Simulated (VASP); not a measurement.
Si:

```
Si
1.0
     3.56025    0.00000    0.00000
    -1.78012    3.08327    0.00000
     0.00000    0.00000    5.95387
Si
4
Direct
  0.00000 0.00000 0.50000
  0.00000 0.00000 0.00000
  0.33333 0.66667 0.75000
  0.66667 0.33333 0.25000
```

* Program: VASP 6.6.1
* Task: relaxation of cell and atoms
* Functional: PBE
* Potentials or basis: VASP PAW PBE potentials, release 64 (Si)
* Cutoff: 600 eV
* k mesh: 15 × 15 × 8
* Occupations: gaussian, width 0.1 eV
* Spin: no spin polarisation

At the start: pressure -0.1 GPa; volume 16.34 Å³/atom.

Problem. Where does the relaxation end?

Solution. Over 8 steps the energy falls by 6.2 meV/atom; space group P6_3/mmc (No. 194, to 0.05 Å).

Step by step:
```
step  energy change (eV)  largest force (eV/Å)  pressure (GPa)  volume (Å³)
   1              0.0000                0.0000           -0.09        65.36
   2             -0.0080                0.0000            0.06        65.27
   3             -0.0240                0.0000            0.55        64.98
   4             -0.0242                0.0000            0.62        64.93
   5             -0.0233                0.0000           -0.75        65.88
   6             -0.0249                0.0000            0.06        65.31
   7             -0.0249                0.0000            0.05        65.32
   8             -0.0250                0.0000            0.01        65.35
```

Final structure:
```yaml
crystal:
  lattice:
    - [3.62389, 0.00000, 0.00000]
    - [-1.81194, 3.13838, 0.00000]
    - [0.00000, 0.00000, 5.74560]
  atoms:
    - { symbol: Si, position: [0.00000, 0.00000, 0.50000] }
    - { symbol: Si, position: [0.00000, 0.00000, 0.00000] }
    - { symbol: Si, position: [0.33333, 0.66667, 0.75000] }
    - { symbol: Si, position: [0.66667, 0.33333, 0.25000] }
```
